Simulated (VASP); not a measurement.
Input of a VASP 6.6.1 run:

INCAR

```
PREC = Accurate
ENCUT = 520
EDIFF = 1E-8
ISMEAR = -1
SIGMA = 0.03
LREAL = False
LASPH = True
NELM = 60
ALGO = Normal
ISIF = 2
LWAVE = False
LCHARG = False
GGA = PE
LEFG = True
NBANDS = 16
```

The input KPOINTS:

```
regular mesh
0
Gamma
  11 11 11
```

File POSCAR:

```
InP
1.0
   -0.0571000000      2.8264500000      2.8264500000
    2.8264500000     -0.0571000000      2.8264500000
    2.8264500000      2.8264500000     -0.0571000000
In P
1 1
Direct
    0.0000000000      0.0000000000      0.0000000000
    0.5000000000      0.5000000000      0.5000000000
```

Potentials or basis: VASP PAW PBE potentials, release 64 (In_d, P).

The run is started by

```console
$ cat potpaw_PBE.64/In_d/POTCAR potpaw_PBE.64/P/POTCAR > POTCAR
$ mpirun -np 1 vasp_std > vasp.out
```

Problem. Estimate the band gap on the k mesh.

Solution. Zero (bands 9 and 10 overlap by 2.23 eV).

Problem. Predict the pressure.

Solution. -5.4 GPa.

Electric field gradients, principal values (V/Å²):
| atom | least | middle | greatest (by size) |
| --- | --- | --- | --- |
| 1 In | -4.016 | -4.016 | 8.032 |
| 2 P | -0.312 | -0.312 | 0.623 |

Caveat: the cell differs from its parent crystal (equal xy, yz and zx shear strains of -2 %); the cell stands under tension; without QUAD_EFG the Cq values of the log hold for a quadrupole moment of 1 mb, not for the nuclei; spin-orbit coupling is left out, which moves the levels of the heavy elements.
